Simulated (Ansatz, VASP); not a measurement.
# Two plane-wave programs on FeC2

```xyz
6
Lattice="0.0000 2.9024 2.9024 2.9024 0.0000 2.9024 2.9024 2.9024 0.0000" Properties=species:S:1:pos:R:3 pbc="T T T"
Fe    0.0000    0.0000    0.0000
Fe    1.4512    1.4512    1.4512
C     3.6280    3.6280    3.6280
C     3.6280    2.1768    2.1768
C     2.1768    2.1768    3.6280
C     2.1768    3.6280    2.1768
```

Alike in both runs: functional PBE; k mesh 6 × 6 × 6; occupations gaussian, width 0.1 eV; collinear spin.

Ansatz relaxed the structure, and its values are those at the end. VASP's run is a single point on that final structure, the one shown.

```csv
,VASP,Ansatz
version,VASP 6.6.1,Ansatz 0.2.0
potentials or method,"VASP PAW PBE potentials, release 64 (Fe, C), cutoff 520 eV","scalar-relativistic, plane waves, PAW"
valence electrons in the cell,32,48
```

Ansatz gave:

| Quantity | Value |
| --- | --- |
| gap on the k mesh at the Fermi level (eV) | none |
| pressure (GPa) | -0.1 |
| net moment per atom (μB) | 0.83 |
| size of the moment on the site where the two differ most (μB) | 2.50 |

Task: Which values does VASP return?

Result: gap on the k mesh at the Fermi level (eV): none; pressure (GPa): 0.0; net moment per atom (μB): 0.83; size of the moment on the site where the two differ most (μB): 2.52.

Site moments also hang on the region over which each program counts them. A gap of «none» marks a metal or a gap that the smearing closes. VASP's potentials hold 32 valence electrons a cell and Ansatz's 48, so a difference there can come from the potentials and not from the codes.
